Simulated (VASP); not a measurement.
# ZnO (P6_3mc) in VASP: notebook

ZnO is run at these levels: LDA, r2SCAN, PBE, PBEsol; tasks: single point, relaxation of cell and atoms.

Program: VASP 6.6.1. These are calculated values, not measurements. Logs are shortened: lines on timing, memory, paths and dates and some standing lists are left out, and cuts for length are marked.

### 1 The cell of the first run

Symmetry: P6_3mc, No. 186, hexagonal system. The conventional cell has a = 3.235 Å, b = 3.235 Å, c = 5.211 Å, α = 90.00°, β = 90.00°, γ = 120.00°. Within 2.6 Å of Zn (site symmetry 3m) lie 4 O at 1.97 to 1.98 Å. O (site symmetry 3m) has 4 Zn at 1.97 to 1.98 Å within 2.6 Å.

### 2 Single point, LDA

Input file INCAR:

```
PREC = Accurate
ENCUT = 520
EDIFF = 1E-7
ISMEAR = 0
SIGMA = 0.01
LREAL = False
LASPH = True
NELM = 100
ALGO = Normal
ISIF = 2
LWAVE = False
LCHARG = True
GGA = CA
LELF = True
LVHAR = True
NBANDS = 26
```

Input file KPOINTS:

```
Automatic mesh
0
Gamma
  12 12 6
```

Input file POSCAR:

```
ZnO
1.0
    3.2353522132      0.0000000000      0.0000000000
   -1.6176761066      2.8018972068      0.0000000000
    0.0000000000      0.0000000000      5.2109131292
Zn O
2 2
Direct
    0.3333333333      0.6666666667      0.4996551084
    0.6666666667      0.3333333333     -0.0003448916
    0.6666666667      0.3333333333      0.3793548916
    0.3333333333      0.6666666667      0.8793548916
```

Potentials or basis: VASP PAW LDA potentials, release 64 (Zn, O).

Command:

```console
$ cat potpaw_LDA.64/Zn/POTCAR potpaw_LDA.64/O/POTCAR > POTCAR
$ mpirun -np 1 vasp_std > vasp.out
```

OUTCAR:

```text
PREC = Accurate
   ENCUT = 520
   EDIFF = 1E-7
   ISMEAR = 0
   LREAL = False
   LASPH = True
   NELM = 100
   ISIF = 2
   GGA = CA

 ion  position               nearest neighbor table
   1  0.333  0.667  0.500-   3 1.97   3 1.97   3 1.97   4 1.98
   2  0.667  0.333  1.000-   4 1.97   4 1.97   4 1.97   3 1.98
   3  0.667  0.333  0.379-   1 1.97   1 1.97   1 1.97   2 1.98
   4  0.333  0.667  0.879-   2 1.97   2 1.97   2 1.97   1 1.98

  LATTYP: Found a hexagonal cell.
 ALAT       =     3.2353522132
 C/A-ratio  =     1.6106169548

  Lattice vectors:

 A1 = (   3.2353522132,   0.0000000000,   0.0000000000)
 A2 = (  -1.6176761066,   2.8018972068,   0.0000000000)
 A3 = (   0.0000000000,   0.0000000000,   5.2109131292)

Analysis of symmetry for initial positions (statically):
=====================================================================
 Subroutine PRICEL returns:
 Original cell was already a primitive cell.

 Routine SETGRP: Setting up the symmetry group for a
 hexagonal supercell.

 Subroutine GETGRP returns: Found 12 space group operations
 (whereof  6 operations were pure point group operations)
 out of a pool of 24 trial point group operations.

The static configuration has the point symmetry C_3v.
 The point group associated with its full space group is C_6v.

Analysis of symmetry for dynamics (positions and initial velocities):
=====================================================================
 Subroutine PRICEL returns:
 Original cell was already a primitive cell.

 Routine SETGRP: Setting up the symmetry group for a
 hexagonal supercell.

 Subroutine GETGRP returns: Found 12 space group operations
 (whereof  6 operations were pure point group operations)
 out of a pool of 24 trial point group operations.

The dynamic configuration has the point symmetry C_3v.
 The point group associated with its full space group is C_6v.

 Subroutine INISYM returns: Found 12 space group operations
 (whereof  6 operations are pure point group operations),
 and found     1 'primitive' translations

----------------------------------------------------------------------------------------

                                     Primitive cell

  volume of cell :      47.2376
[... 82 lines left out ...]
   NGXF,Y,Z  is equivalent  to a cutoff of  24.66, 24.66, 25.52 a.u.
 SYSTEM =  unknown system
   PREC   = accura    normal or accurate (medium, high low for compatibility)
   ISTART =      0    job   : 0-new  1-cont  2-samecut
   ICHARG =      2    charge: 1-file 2-atom 10-const
   ISPIN  =      1    spin polarized calculation?
   LNONCOLLINEAR =      F non collinear calculations
   LSORBIT =      F    spin-orbit coupling
   LASPH  =      T    aspherical Exc in radial PAW
   ENCUT  =  520.0 eV  38.22 Ry    6.18 a.u.   6.02  6.02  9.69*2*pi/ulx,y,z
   NELM   =    100;   NELMIN=  2; NELMDL= -5     # of ELM steps
   EDIFF  = 0.1E-06   stopping-criterion for ELM
   LREAL  =      F    real-space projection
   EDIFFG = 0.1E-05   stopping-criterion for IOM
   NSW    =      0    number of steps for IOM
   IBRION =     -1    ionic relax: 0-MD 1-quasi-New 2-CG
   NFREE  =      0    steps in history (QN), initial steepest desc. (CG)
   ISIF   =      2    stress and relaxation
   ISYM   =      2    0-nonsym 1-usesym 2-fastsym
   POTIM  = 0.5000    time-step for ionic-motion
   TEBEG  =    0.0;   TEEND  =   0.0 temperature during run
   PSTRESS=    0.0 pullay stress
   NELECT =      36.0000    total number of electrons
   NUPDOWN=      -1.0000    fix difference up-down
   EMIN   =  10.00;   EMAX   =-10.00  energy-range for DOS
   EFERMI =   0.00;   METHOD = LEGACY
   ISMEAR =     0;   SIGMA  =   0.01  broadening in eV -4-tet -1-fermi 0-gaus
   EFERMI_NEDOS =   21; number of points for ismear=-14 and -15
   IALGO  =     38    algorithm
   IMIX   =      4    mixing-type and parameters
     AMIX     =   0.40;   BMIX     =  1.00
     AMIX_MAG =   1.60;   BMIX_MAG =  1.00
  volume/ion in A,a.u.               =      11.81        79.69
  Fermi-wavevector in a.u.,A,eV,Ry     =   1.495362  2.825825 30.424107  2.236109
  Thomas-Fermi vector in A             =   2.607517
   LORBIT       =      0    0 simple, 1 ext, 2 COOP (PROOUT), +10 PAW based schemes
   GGA     = CA    functional components
   LHFCALC =     F    Hartree Fock is set to
   AEXX    =    0.0000 exact exchange contribution
   IVDW    =     0    specifies the selected vdW correction
   LEPSILON=     F    determine dielectric tensor
   LRPA    =     F    only Hartree local field effects (RPA)
 non-spin polarized calculation
 Gauss-broadening in eV      SIGMA  =   0.01
  energy-cutoff  :      520.00
  volume of cell :       47.24
 maximum number of plane-waves:      1296
   NGX = 13   NGY = 13   NGZ = 19

 number of electron      36.0000016 magnetization

 Free energy of the ion-electron system (eV)
  ---------------------------------------------------
  ext. energy  EPLUGINS =         0.00000000
  ---------------------------------------------------
  free energy    TOTEN  =       -21.13527257 eV

  energy without entropy =      -21.13527257  energy(sigma->0) =      -21.13527257

 E-fermi :   1.0306     XC(G=0): -11.5041

 val. band max:        0.9522997524   @ k =   0.0000   0.0000   0.0000
 cond. band min:       1.7000010027   @ k =   0.0000   0.0000   0.0000
 fundamental gap:      0.7477012503
 Fermi energy:         1.0306217235

 k-point     1 :       0.0000    0.0000    0.0000
  band No.  band energies     occupation
      1     -16.9162      2.00000
      2     -16.1365      2.00000
      3      -4.8637      2.00000
      4      -4.8637      2.00000
      5      -4.8173      2.00000
      6      -4.8114      2.00000
[... 685 lines left out ...]
     25      14.2365      0.00000
     26      14.8386      0.00000

 [... further k-points ...]
[... 5 lines left out ...]
  --------------------------------------------------------------------------------------
  -------------------------------------------------------------------------------------
  Total       -1.5135162     -1.5135162     -1.4186135      0.0000000      0.0000000      0.0000000
  in kB      -51.3345868    -51.3345868    -48.1157278      0.0000000      0.0000000      0.0000000
  external PRESSURE =     -50.2616338 kB  Pullay stress =       0.0000000 kB

 VOLUME and BASIS-vectors are now :
 -----------------------------------------------------------------------------
  energy-cutoff  :      520.00
  volume of cell :       47.24
      direct lattice vectors                 reciprocal lattice vectors
     3.235352213  0.000000000  0.000000000     0.309085359  0.178450515  0.000000000
    -1.617676107  2.801897207  0.000000000     0.000000000  0.356901030  0.000000000
     0.000000000  0.000000000  5.210913129     0.000000000  0.000000000  0.191904945

 POSITION                                       TOTAL-FORCE (eV/Angst)
 -----------------------------------------------------------------------------------
     -0.00000      1.86793      2.60366         0.000000      0.000000      0.009418
      1.61768      0.93397      5.20912         0.000000     -0.000000      0.009418
      1.61768      0.93397      1.97679        -0.000000      0.000000     -0.009418
     -0.00000      1.86793      4.58224         0.000000      0.000000     -0.009418
 -----------------------------------------------------------------------------------
    total drift:                               -0.000000     -0.000000     -0.000941

  FREE ENERGIE OF THE ION-ELECTRON SYSTEM (eV)
  ---------------------------------------------------
  free  energy   TOTEN  =       -21.1352725664 eV

  energy  without entropy=      -21.1352725664  energy(sigma->0) =      -21.13527257
```

stdout:

```text
POSCAR found type information on POSCAR ZnO
 POSCAR found :  2 types and       4 ions
 scaLAPACK will be used
 LDA part: xc-table for (Slater(with rela. corr.)+CA(PZ))
 , standard interpolation
 POSCAR, INCAR and KPOINTS ok, starting setup
 FFT: planning ... GRIDC
 FFT: planning ... GRID_SOFT
 FFT: planning ... GRID
 WAVECAR not read
 entering main loop
```

It took 26 s on 1 thread of Intel Xeon 6975P-C (Granite Rapids), shared host; peak memory 0.19 GiB.

What came out:

* Free energy: -21.1353 eV
* Pressure: -5.0 GPa
* Largest force: 0.009 eV/Å
* Band gap on the k mesh: 0.75 eV

Forces on the atoms (eV/Å):
```
Zn   0.000  0.000  0.009
Zn   0.000  0.000  0.009
O    0.000  0.000 -0.009
O    0.000  0.000 -0.009
```

Caveat: the cell stands under tension.

### 3 Single point, r2SCAN

POSCAR is that of step 2.

Input file INCAR.step1:

```
PREC = Accurate ; ENCUT = 520
ISMEAR = -1 ; SIGMA = 0.02
LREAL = F ; LASPH = T
NELM = 80 ; NBANDS = 26
GGA = PE ; ALGO = Normal
EDIFF = 1E-4 ; LWAVE = T
LCHARG = F
```

Input file INCAR.step2:

```
PREC = Accurate ; ENCUT = 520
EDIFF = 1E-7 ; ISMEAR = -1
SIGMA = 0.02 ; LREAL = F
LASPH = T ; NELM = 80
ALGO = Normal ; ISIF = 2
LWAVE = F ; LCHARG = F
METAGGA = R2SCAN ; LMIXTAU = T
NBANDS = 26 ; ISTART = 1
```

Input file KPOINTS:

```
regular mesh
0
Gamma
  12 12 4
```

Potentials or basis: VASP PAW PBE potentials, release 64 (Zn, O).

Command:

```console
$ cat potpaw_PBE.64/Zn/POTCAR potpaw_PBE.64/O/POTCAR > POTCAR
$ cp INCAR.step1 INCAR
$ mpirun -np 1 vasp_std > vasp.out
$ cp INCAR.step2 INCAR
$ mpirun -np 1 vasp_std > vasp.out
```

OUTCAR:

```text
PREC = Accurate
   ENCUT = 520
   EDIFF = 1E-7
   ISMEAR = -1
   LREAL = F
   LASPH = T
   NELM = 80
   ISIF = 2
   METAGGA = R2SCAN
   ISTART = 1

 ion  position               nearest neighbor table
   1  0.333  0.667  0.500-   3 1.97   3 1.97   3 1.97   4 1.98
   2  0.667  0.333  1.000-   4 1.97   4 1.97   4 1.97   3 1.98
   3  0.667  0.333  0.379-   1 1.97   1 1.97   1 1.97   2 1.98
   4  0.333  0.667  0.879-   2 1.97   2 1.97   2 1.97   1 1.98

  LATTYP: Found a hexagonal cell.
 ALAT       =     3.2353522132
 C/A-ratio  =     1.6106169548

  Lattice vectors:

 A1 = (   3.2353522132,   0.0000000000,   0.0000000000)
 A2 = (  -1.6176761066,   2.8018972068,   0.0000000000)
 A3 = (   0.0000000000,   0.0000000000,   5.2109131292)

Analysis of symmetry for initial positions (statically):
=====================================================================
 Subroutine PRICEL returns:
 Original cell was already a primitive cell.

 Routine SETGRP: Setting up the symmetry group for a
 hexagonal supercell.

 Subroutine GETGRP returns: Found 12 space group operations
 (whereof  6 operations were pure point group operations)
 out of a pool of 24 trial point group operations.

The static configuration has the point symmetry C_3v.
 The point group associated with its full space group is C_6v.

Analysis of symmetry for dynamics (positions and initial velocities):
=====================================================================
 Subroutine PRICEL returns:
 Original cell was already a primitive cell.

 Routine SETGRP: Setting up the symmetry group for a
 hexagonal supercell.

 Subroutine GETGRP returns: Found 12 space group operations
 (whereof  6 operations were pure point group operations)
 out of a pool of 24 trial point group operations.

The dynamic configuration has the point symmetry C_3v.
 The point group associated with its full space group is C_6v.

 Subroutine INISYM returns: Found 12 space group operations
 (whereof  6 operations are pure point group operations),
 and found     1 'primitive' translations

----------------------------------------------------------------------------------------

                                     Primitive cell

  volume of cell :      47.2376

  direct lattice vectors                    reciprocal lattice vectors
     3.235352213  0.000000000  0.000000000     0.309085359  0.178450515  0.000000000
    -1.617676107  2.801897207  0.000000000     0.000000000  0.356901030  0.000000000
     0.000000000  0.000000000  5.210913129     0.000000000  0.000000000  0.191904945

  length of vectors
     3.235352213  3.235352213  5.210913129     0.356901030  0.356901030  0.191904945

  position of ions in fractional coordinates (direct lattice)
     0.333333333  0.666666667  0.499655108
     0.666666667  0.333333333  0.999655108
     0.666666667  0.333333333  0.379354892
     0.333333333  0.666666667  0.879354892

  ion indices of the primitive-cell ions
   primitive index   ion index
                 1           1
                 2           2
                 3           3
                 4           4

----------------------------------------------------------------------------------------

 KPOINTS: regular mesh

Automatic generation of k-mesh.
 Grid dimensions read from file:
 generate k-points for:   12   12    4

 Generating k-lattice:

  Cartesian coordinates                     Fractional coordinates (reciprocal lattice)
     0.025757113  0.014870876  0.000000000     0.083333333  0.000000000  0.000000000
     0.000000000  0.029741753  0.000000000     0.000000000  0.083333333  0.000000000
     0.000000000  0.000000000  0.047976236     0.000000000  0.000000000  0.250000000

  Length of vectors
     0.029741753  0.029741753  0.047976236

  Shift w.r.t. Gamma in fractional coordinates (k-lattice)
     0.000000000  0.000000000  0.000000000

 Subroutine IBZKPT returns following result:
 ===========================================

 Found     57 irreducible k-points:

 Following reciprocal coordinates:
            Coordinates               Weight
  0.000000  0.000000  0.000000      1.000000
  0.083333  0.000000  0.000000      6.000000
  0.166667  0.000000  0.000000      6.000000
  0.250000  0.000000  0.000000      6.000000
  0.333333  0.000000  0.000000      6.000000
  0.416667  0.000000  0.000000      6.000000
[... 16 lines left out ...]
  0.250000  0.000000  0.250000     12.000000
  0.333333  0.000000  0.250000     12.000000
 [... further k-points ...]
   k-points           NKPTS =     57   k-points in BZ     NKDIM =     57   number of bands    NBANDS=     26
   number of dos      NEDOS =    301   number of ions     NIONS =      4
   total plane-waves  NPLWV =  23040
   dimension x,y,z NGX =    24 NGY =   24 NGZ =   40
   dimension x,y,z NGXF=    48 NGYF=   48 NGZF=   80
   ions per type =               2   2
   NGX,Y,Z   is equivalent  to a cutoff of  12.33, 12.33, 12.76 a.u.
   NGXF,Y,Z  is equivalent  to a cutoff of  24.66, 24.66, 25.52 a.u.
 SYSTEM =  unknown system
   PREC   = accura    normal or accurate (medium, high low for compatibility)
   ISTART =      1    job   : 0-new  1-cont  2-samecut
   ICHARG =      0    charge: 1-file 2-atom 10-const
   ISPIN  =      1    spin polarized calculation?
   LNONCOLLINEAR =      F non collinear calculations
   LSORBIT =      F    spin-orbit coupling
   LASPH  =      T    aspherical Exc in radial PAW
   ENCUT  =  520.0 eV  38.22 Ry    6.18 a.u.   6.02  6.02  9.69*2*pi/ulx,y,z
   NELM   =     80;   NELMIN=  2; NELMDL=  0     # of ELM steps
   EDIFF  = 0.1E-06   stopping-criterion for ELM
   LREAL  =      F    real-space projection
   EDIFFG = 0.1E-05   stopping-criterion for IOM
   NSW    =      0    number of steps for IOM
   IBRION =     -1    ionic relax: 0-MD 1-quasi-New 2-CG
   NFREE  =      0    steps in history (QN), initial steepest desc. (CG)
   ISIF   =      2    stress and relaxation
   ISYM   =      2    0-nonsym 1-usesym 2-fastsym
   POTIM  = 0.5000    time-step for ionic-motion
   TEBEG  =    0.0;   TEEND  =   0.0 temperature during run
   PSTRESS=    0.0 pullay stress
   NELECT =      36.0000    total number of electrons
   NUPDOWN=      -1.0000    fix difference up-down
   EMIN   =  10.00;   EMAX   =-10.00  energy-range for DOS
   EFERMI =   0.00;   METHOD = LEGACY
   ISMEAR =    -1;   SIGMA  =   0.02  broadening in eV -4-tet -1-fermi 0-gaus
   EFERMI_NEDOS =   21; number of points for ismear=-14 and -15
   IALGO  =     38    algorithm
   IMIX   =      4    mixing-type and parameters
     AMIX     =   0.40;   BMIX     =  1.00
     AMIX_MAG =   1.60;   BMIX_MAG =  1.00
  volume/ion in A,a.u.               =      11.81        79.69
  Fermi-wavevector in a.u.,A,eV,Ry     =   1.495362  2.825825 30.424107  2.236109
  Thomas-Fermi vector in A             =   2.607517
   LORBIT       =      0    0 simple, 1 ext, 2 COOP (PROOUT), +10 PAW based schemes
   METAGGA = R2SCAN    functional components
   LHFCALC =     F    Hartree Fock is set to
   AEXX    =    0.0000 exact exchange contribution
   IVDW    =     0    specifies the selected vdW correction
   LEPSILON=     F    determine dielectric tensor
   LRPA    =     F    only Hartree local field effects (RPA)
 non-spin polarized calculation
  energy-cutoff  :      520.00
  volume of cell :       47.24
 maximum number of plane-waves:      1296
   NGX = 13   NGY = 13   NGZ = 19

 number of electron      36.0000015 magnetization

 Free energy of the ion-electron system (eV)
  ---------------------------------------------------
  ext. energy  EPLUGINS =         0.00000000
  ---------------------------------------------------
  free energy    TOTEN  =       -36.31727084 eV

  energy without entropy =      -36.31727084  energy(sigma->0) =      -36.31727084

 E-fermi :   1.3639     XC(G=0): -11.7064

 val. band max:        0.9188076221   @ k =   0.0000   0.0000   0.0000
 cond. band min:       2.1535822940   @ k =   0.0000   0.0000   0.0000
 fundamental gap:      1.2347746718
 Fermi energy:         1.3638679922

 k-point     1 :       0.0000    0.0000    0.0000
  band No.  band energies     occupation
      1     -18.2268      2.00000
      2     -17.5305      2.00000
      3      -4.9399      2.00000
      4      -4.9398      2.00000
      5      -4.8822      2.00000
      6      -4.8354      2.00000
[... 18 lines left out ...]
     25      16.0364      0.00000
     26      16.0365      0.00000
[... 644 lines left out ...]
      4      -5.0704      2.00000
      5      -4.6612      2.00000
      6      -4.5461      2.00000
[... 18 lines left out ...]
     25      15.2432      0.00000
     26      15.7976      0.00000

 [... further k-points ...]
[... 5 lines left out ...]
  --------------------------------------------------------------------------------------
  -------------------------------------------------------------------------------------
  Total        0.2898843      0.2898843      0.3246192      0.0000000      0.0000000      0.0000000
  in kB        9.8321326      9.8321326     11.0102511      0.0000000      0.0000000      0.0000000
  external PRESSURE =      10.2248387 kB  Pullay stress =       0.0000000 kB

 VOLUME and BASIS-vectors are now :
 -----------------------------------------------------------------------------
  energy-cutoff  :      520.00
  volume of cell :       47.24
      direct lattice vectors                 reciprocal lattice vectors
     3.235352213  0.000000000  0.000000000     0.309085359  0.178450515  0.000000000
    -1.617676107  2.801897207  0.000000000     0.000000000  0.356901030  0.000000000
     0.000000000  0.000000000  5.210913129     0.000000000  0.000000000  0.191904945

 POSITION                                       TOTAL-FORCE (eV/Angst)
 -----------------------------------------------------------------------------------
     -0.00000      1.86793      2.60366         0.000000     -0.000000     -0.008668
      1.61768      0.93397      5.20912        -0.000000      0.000000     -0.008668
      1.61768      0.93397      1.97679        -0.000000     -0.000000      0.008668
     -0.00000      1.86793      4.58224        -0.000000      0.000000      0.008668
 -----------------------------------------------------------------------------------
    total drift:                                0.000001      0.000001     -0.074123

  FREE ENERGIE OF THE ION-ELECTRON SYSTEM (eV)
  ---------------------------------------------------
  free  energy   TOTEN  =       -36.3172708397 eV

  energy  without entropy=      -36.3172708397  energy(sigma->0) =      -36.31727084
```

Wall time 77 s (1 thread of Intel Xeon 6975P-C (Granite Rapids), shared host); peak memory 0.2 GiB.

What came out:

- Free energy: -36.3173 eV
- Pressure: 1.0 GPa
- Largest force: 0.009 eV/Å
- Band gap on the k mesh: 1.23 eV

Forces on the atoms (eV/Å):
```
Zn   0.000  0.000 -0.009
Zn   0.000  0.000 -0.009
O    0.000  0.000  0.009
O    0.000  0.000  0.009
```

Stress tensor (GPa, compression positive):
```
0.98 0.00 0.00
0.00 0.98 0.00
0.00 0.00 1.10
```

Caveat: the PAW data sets were made with another functional, which shifts forces and pressure a little. r2SCAN opens gaps a little over a GGA but as a rule still falls short of measured ones.

(Part 1 of 4 ends here.)
